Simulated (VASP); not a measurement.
# Co (Im-3m) in VASP: single point with PBEsol

Aim: the single point of Co with PBEsol.

All numbers are computed with VASP 6.6.1; they aren't measurements. Logs are shortened: lines on timing, memory, paths and dates and some standing lists are left out, and cuts for length are marked.

## 1. The cell of the first run

Symmetry: Im-3m, No. 229, cubic system. The conventional cell has a = 2.805 Å, b = 2.805 Å, c = 2.805 Å, α = 90.00°, β = 90.00°, γ = 90.00°. Within 3.2 Å of Co (site symmetry m-3m) lie 14 Co at 2.43 to 2.80 Å.

This isn't the form of Co at room conditions, which is hcp.

## 2. Single point, PBEsol, collinear spin, ferromagnetic start

Input file INCAR:

```
ALGO = Normal
EDIFF = 1E-6
ENCUT = 600
GGA = PS
GGA_COMPAT = False
ISIF = 2
ISMEAR = 0
ISPIN = 2
LASPH = True
LCHARG = False
LMAXMIX = 4
LORBIT = 11
LREAL = False
LWAVE = False
MAGMOM = 3
NBANDS = 14
NELM = 200
PREC = Accurate
SIGMA = 0.1
```

Input file KPOINTS:

```
k-points
0
Gamma
  8 8 8
```

Input file POSCAR:

```
Co
1.0
   -1.4023200000      1.4023200000      1.4023200000
    1.4023200000     -1.4023200000      1.4023200000
    1.4023200000      1.4023200000     -1.4023200000
Co
1
Direct
    0.0000000000      0.0000000000      0.0000000000
```

Potentials or basis: VASP PAW PBE potentials, release 64 (Co).

Command:

```
> cat potpaw_PBE.64/Co/POTCAR > POTCAR
> mpirun -np 1 vasp_std > vasp.out
```

OUTCAR:

```text
EDIFF = 1E-6
   ENCUT = 600
   GGA = PS
   ISIF = 2
   ISMEAR = 0
   ISPIN = 2
   LASPH = True
   LORBIT = 11
   LREAL = False
   NELM = 200
   PREC = Accurate

 ion  position               nearest neighbor table
   1  0.000  0.000  0.000-

  LATTYP: Found a body centered cubic cell.
 ALAT       =     2.8046400000

  Lattice vectors:

 A1 = (  -1.4023200000,   1.4023200000,   1.4023200000)
 A2 = (   1.4023200000,  -1.4023200000,   1.4023200000)
 A3 = (   1.4023200000,   1.4023200000,  -1.4023200000)

Analysis of symmetry for initial positions (statically):
=====================================================================
 Subroutine PRICEL returns:
 Original cell was already a primitive cell.

 Routine SETGRP: Setting up the symmetry group for a
 body centered cubic supercell.

 Subroutine GETGRP returns: Found 48 space group operations
 (whereof 48 operations were pure point group operations)
 out of a pool of 48 trial point group operations.

The static configuration has the point symmetry O_h .

Analysis of symmetry for dynamics (positions and initial velocities):
=====================================================================
 Subroutine PRICEL returns:
 Original cell was already a primitive cell.

 Routine SETGRP: Setting up the symmetry group for a
 body centered cubic supercell.

 Subroutine GETGRP returns: Found 48 space group operations
 (whereof 48 operations were pure point group operations)
 out of a pool of 48 trial point group operations.

The dynamic configuration has the point symmetry O_h .

Analysis of structural, dynamic, and magnetic symmetry:
=====================================================================
 Subroutine PRICEL returns:
 Original cell was already a primitive cell.

 Routine SETGRP: Setting up the symmetry group for a
 body centered cubic supercell.

 Subroutine GETGRP returns: Found 48 space group operations
 (whereof 48 operations were pure point group operations)
 out of a pool of 48 trial point group operations.

The overall configuration has the point symmetry O_h .

 Subroutine INISYM returns: Found 48 space group operations
 (whereof 48 operations are pure point group operations),
 and found     1 'primitive' translations

----------------------------------------------------------------------------------------

                                     Primitive cell

  volume of cell :      11.0307

  direct lattice vectors                    reciprocal lattice vectors
    -1.402320000  1.402320000  1.402320000     0.000000000  0.356552000  0.356552000
     1.402320000 -1.402320000  1.402320000     0.356552000  0.000000000  0.356552000
     1.402320000  1.402320000 -1.402320000     0.356552000  0.356552000  0.000000000

  length of vectors
     2.428889488  2.428889488  2.428889488     0.504240673  0.504240673  0.504240673

  position of ions in fractional coordinates (direct lattice)
     0.000000000  0.000000000  0.000000000

  ion indices of the primitive-cell ions
   primitive index   ion index
                 1           1

----------------------------------------------------------------------------------------

 KPOINTS: k-points

Automatic generation of k-mesh.
 Grid dimensions read from file:
 generate k-points for:    8    8    8

 Generating k-lattice:

  Cartesian coordinates                     Fractional coordinates (reciprocal lattice)
     0.000000000  0.044569000  0.044569000     0.125000000  0.000000000  0.000000000
     0.044569000  0.000000000  0.044569000     0.000000000  0.125000000  0.000000000
     0.044569000  0.044569000  0.000000000     0.000000000  0.000000000  0.125000000

  Length of vectors
     0.063030084  0.063030084  0.063030084

  Shift w.r.t. Gamma in fractional coordinates (k-lattice)
     0.000000000  0.000000000  0.000000000

 Subroutine IBZKPT returns following result:
 ===========================================

 Found     29 irreducible k-points:

 Following reciprocal coordinates:
            Coordinates               Weight
  0.000000  0.000000  0.000000      1.000000
  0.125000  0.000000  0.000000     12.000000
  0.250000  0.000000  0.000000     12.000000
  0.375000  0.000000  0.000000     12.000000
  0.500000  0.000000  0.000000      6.000000
  0.125000  0.125000  0.000000     24.000000
[... 16 lines left out ...]
 -0.250000  0.250000  0.250000      6.000000
 -0.375000  0.375000  0.250000     24.000000
 [... further k-points ...]
   k-points           NKPTS =     29   k-points in BZ     NKDIM =     29   number of bands    NBANDS=     14
   number of dos      NEDOS =    301   number of ions     NIONS =      1
   total plane-waves  NPLWV =   8000
   dimension x,y,z NGX =    20 NGY =   20 NGZ =   20
   dimension x,y,z NGXF=    40 NGYF=   40 NGZF=   40
   ions per type =               1
   NGX,Y,Z   is equivalent  to a cutoff of  13.69, 13.69, 13.69 a.u.
   NGXF,Y,Z  is equivalent  to a cutoff of  27.38, 27.38, 27.38 a.u.
 SYSTEM =  unknown system
   PREC   = accura    normal or accurate (medium, high low for compatibility)
   ISTART =      0    job   : 0-new  1-cont  2-samecut
   ICHARG =      2    charge: 1-file 2-atom 10-const
   ISPIN  =      2    spin polarized calculation?
   LNONCOLLINEAR =      F non collinear calculations
   LSORBIT =      F    spin-orbit coupling
   LASPH  =      T    aspherical Exc in radial PAW
   ENCUT  =  600.0 eV  44.10 Ry    6.64 a.u.   4.85  4.85  4.85*2*pi/ulx,y,z
   NELM   =    200;   NELMIN=  2; NELMDL= -5     # of ELM steps
   EDIFF  = 0.1E-05   stopping-criterion for ELM
   LREAL  =      F    real-space projection
[... 7 lines left out ...]
   TEBEG  =    0.0;   TEEND  =   0.0 temperature during run
   PSTRESS=    0.0 pullay stress
   NELECT =       9.0000    total number of electrons
   NUPDOWN=      -1.0000    fix difference up-down
   EMIN   =  10.00;   EMAX   =-10.00  energy-range for DOS
   EFERMI =   0.00;   METHOD = LEGACY
   ISMEAR =     0;   SIGMA  =   0.10  broadening in eV -4-tet -1-fermi 0-gaus
   EFERMI_NEDOS =   21; number of points for ismear=-14 and -15
   IALGO  =     38    algorithm
   IMIX   =      4    mixing-type and parameters
     AMIX     =   0.40;   BMIX     =  1.00
     AMIX_MAG =   1.60;   BMIX_MAG =  1.00
  volume/ion in A,a.u.               =      11.03        74.44
  Fermi-wavevector in a.u.,A,eV,Ry     =   1.529755  2.890818 31.839678  2.340150
  Thomas-Fermi vector in A             =   2.637332
   LORBIT       =     11    0 simple, 1 ext, 2 COOP (PROOUT), +10 PAW based schemes
   GGA     = PS    functional components
   LHFCALC =     F    Hartree Fock is set to
   AEXX    =    0.0000 exact exchange contribution
   IVDW    =     0    specifies the selected vdW correction
   LEPSILON=     F    determine dielectric tensor
   LRPA    =     F    only Hartree local field effects (RPA)
 spin polarized calculation
 Gauss-broadening in eV      SIGMA  =   0.10
  energy-cutoff  :      600.00
  volume of cell :       11.03
 maximum number of plane-waves:       378
   NGX =  9   NGY =  9   NGZ =  9

 number of electron       9.0000003 magnetization       1.8080049

 Free energy of the ion-electron system (eV)
  ---------------------------------------------------
  ext. energy  EPLUGINS =         0.00000000
  ---------------------------------------------------
  free energy    TOTEN  =        -7.62995590 eV

  energy without entropy =       -7.62357906  energy(sigma->0) =       -7.62676748

 E-fermi :  10.1697     XC(G=0): -13.4862

 val. band max:       10.1415633698   @ k =   0.2500   0.1250  -0.0000
 cond. band min:      10.1972803613   @ k =   0.2500   0.0000   0.0000
 fundamental gap:      0.0557169915
 Fermi energy:        10.1696872960

 spin component 1

 k-point     1 :       0.0000    0.0000    0.0000
  band No.  band energies     occupation
      1       0.9263      1.00000
      2       7.1089      1.00000
      3       7.1089      1.00000
      4       7.1089      1.00000
      5       8.2269      1.00000
      6       8.2269      1.00000
      7      35.3301      0.00000
      8      35.3301      0.00000
      9      35.3301      0.00000
     10      40.4974      0.00000
     11      40.4974      0.00000
     12      42.2351      0.00000
     13      42.2351      0.00000
     14      42.2351      0.00000

 k-point     2 :       0.1250    0.0000    0.0000
  band No.  band energies     occupation
      1       1.5647      1.00000
      2       6.9573      1.00000
      3       7.0846      1.00000
      4       7.4187      1.00000
      5       8.1038      1.00000
      6       8.2401      1.00000
      7      31.5812      0.00000
      8      34.1284      0.00000
      9      34.8099      0.00000
     10      37.7255      0.00000
     11      38.6286      0.00000
     12      39.1735      0.00000
     13      42.5191      0.00000
     14      44.3228      0.00000

 k-point     3 :       0.2500    0.0000    0.0000
  band No.  band energies     occupation
      1       3.2320      1.00000
      2       6.6030      1.00000
      3       6.9965      1.00000
      4       8.0773      1.00000
      5       8.2230      1.00000
      6       8.2865      1.00000
      7      25.3871      0.00000
      8      31.3032      0.00000
      9      33.7134      0.00000
     10      34.0201      0.00000
     11      37.2518      0.00000
     12      41.0507      0.00000
     13      44.1359      0.00000
     14      46.2295      0.00000
[... 324 lines left out ...]
 k-point    23 :      -0.2500    0.2500    0.2500
  band No.  band energies     occupation
      1       4.8259      1.00000
      2       6.5183      1.00000
      3       7.5212      1.00000
      4       7.5212      1.00000
      5       8.1871      1.00000
      6       9.4510      1.00000
      7      26.6177      0.00000
      8      26.6177      0.00000
      9      27.3644      0.00000
     10      29.6246      0.00000
     11      44.0369      0.00000
     12      44.0369      0.00000
     13      44.3840      0.00000
     14      45.2978      0.00000

 k-point    24 :      -0.3750    0.3750    0.2500
  band No.  band energies     occupation
      1       5.4153      1.00000
      2       5.9221      1.00000
      3       7.5352      1.00000
      4       7.9242      1.00000
      5       8.9665      1.00000
      6      11.5891      0.00000
      7      21.2077      0.00000
      8      24.2491      0.00000
      9      27.1619      0.00000
     10      30.6837      0.00000
     11      40.3642      0.00000
     12      42.6859      0.00000
     13      44.6302      0.00000
     14      47.0579      0.00000

 [... further k-points ...]

 spin component 2

 k-point     1 :       0.0000    0.0000    0.0000
  band No.  band energies     occupation
      1       1.0723      1.00000
      2       8.7347      1.00000
      3       8.7347      1.00000
      4       8.7347      1.00000
      5      10.4826      0.00000
      6      10.4826      0.00000
      7      35.2287      0.00000
      8      35.2287      0.00000
      9      35.2287      0.00000
     10      40.6789      0.00000
     11      40.6789      0.00000
     12      43.0517      0.00000
     13      43.0517      0.00000
     14      43.0517      0.00000

 k-point     2 :       0.1250    0.0000    0.0000
  band No.  band energies     occupation
      1       1.7147      1.00000
      2       8.5575      1.00000
      3       8.6938      1.00000
      4       9.0700      1.00000
      5      10.3197      0.01694
      6      10.4980      0.00000
      7      31.8097      0.00000
      8      34.1684      0.00000
      9      34.8615      0.00000
     10      38.3493      0.00000
     11      39.1745      0.00000
     12      39.4461      0.00000
     13      42.7461      0.00000
     14      44.6844      0.00000

 k-point     3 :       0.2500    0.0000    0.0000
  band No.  band energies     occupation
      1       3.4539      1.00000
      2       8.1464      1.00000
      3       8.4973      1.00000
      4       9.9477      0.99915
      5      10.1973      0.34819
      6      10.5562      0.00000
      7      25.9114      0.00000
      8      31.4379      0.00000
      9      34.2686      0.00000
     10      34.2819      0.00000
     11      37.7471      0.00000
     12      41.2714      0.00000
     13      44.6150      0.00000
     14      48.9433      0.00000
[... 324 lines left out ...]
 k-point    23 :      -0.2500    0.2500    0.2500
  band No.  band energies     occupation
      1       5.3328      1.00000
      2       8.3931      1.00000
      3       9.1067      1.00000
      4       9.1067      1.00000
      5       9.9187      0.99981
      6      11.3685      0.00000
      7      27.1114      0.00000
      8      27.1114      0.00000
      9      27.8721      0.00000
     10      30.0185      0.00000
     11      44.3220      0.00000
     12      44.3220      0.00000
     13      44.7435      0.00000
     14      46.5605      0.00000

 k-point    24 :      -0.3750    0.3750    0.2500
  band No.  band energies     occupation
      1       6.5177      1.00000
      2       7.5917      1.00000
      3       9.1249      1.00000
      4       9.6131      1.00000
      5      10.7707      0.00000
      6      12.8160      0.00000
      7      21.8359      0.00000
      8      24.7040      0.00000
      9      27.6945      0.00000
     10      31.0932      0.00000
     11      40.9422      0.00000
     12      43.0173      0.00000
     13      45.6949      0.00000
     14      50.2915      0.00000

 [... further k-points ...]
[... 5 lines left out ...]
  --------------------------------------------------------------------------------------
  -------------------------------------------------------------------------------------
  Total       -0.6069037     -0.6069037     -0.6069037      0.0000000      0.0000000     -0.0000000
  in kB      -88.1513587    -88.1513587    -88.1513587      0.0000000      0.0000000     -0.0000000
  external PRESSURE =     -88.1513587 kB  Pullay stress =       0.0000000 kB

 VOLUME and BASIS-vectors are now :
 -----------------------------------------------------------------------------
  energy-cutoff  :      600.00
  volume of cell :       11.03
      direct lattice vectors                 reciprocal lattice vectors
    -1.402320000  1.402320000  1.402320000     0.000000000  0.356552000  0.356552000
     1.402320000 -1.402320000  1.402320000     0.356552000  0.000000000  0.356552000
     1.402320000  1.402320000 -1.402320000     0.356552000  0.356552000  0.000000000

 POSITION                                       TOTAL-FORCE (eV/Angst)
 -----------------------------------------------------------------------------------
      0.00000      0.00000      0.00000         0.000000     -0.000000      0.000000
 -----------------------------------------------------------------------------------
    total drift:                                0.000000     -0.000000      0.000000

  FREE ENERGIE OF THE ION-ELECTRON SYSTEM (eV)
  ---------------------------------------------------
  free  energy   TOTEN  =        -7.6299559021 eV

  energy  without entropy=       -7.6235790614  energy(sigma->0) =       -7.62676748

 total charge

# of ion       s       p       d       tot
------------------------------------------
    1        0.486   0.525   7.220   8.231

 magnetization (x)

# of ion       s       p       d       tot
------------------------------------------
    1       -0.001  -0.033   1.852   1.818
```

Run time: 7.5 s. Hardware: 1 thread of Intel Xeon Platinum 8559C (Emerald Rapids), shared host; peak memory 0.13 GiB.

What came out:

| Property | Result |
| --- | --- |
| Free energy | -7.6300 eV |
| Pressure | -8.8 GPa |
| Net moment | 1.81 μB per cell |
| Site moments | Co +1.82 μB |
| Valence electrons inside the program's atomic spheres | Co 8.23 |

Caveat: the k points lie up to 0.40 Å⁻¹ apart; the PAW data sets were made with another functional, which shifts forces and pressure a little.
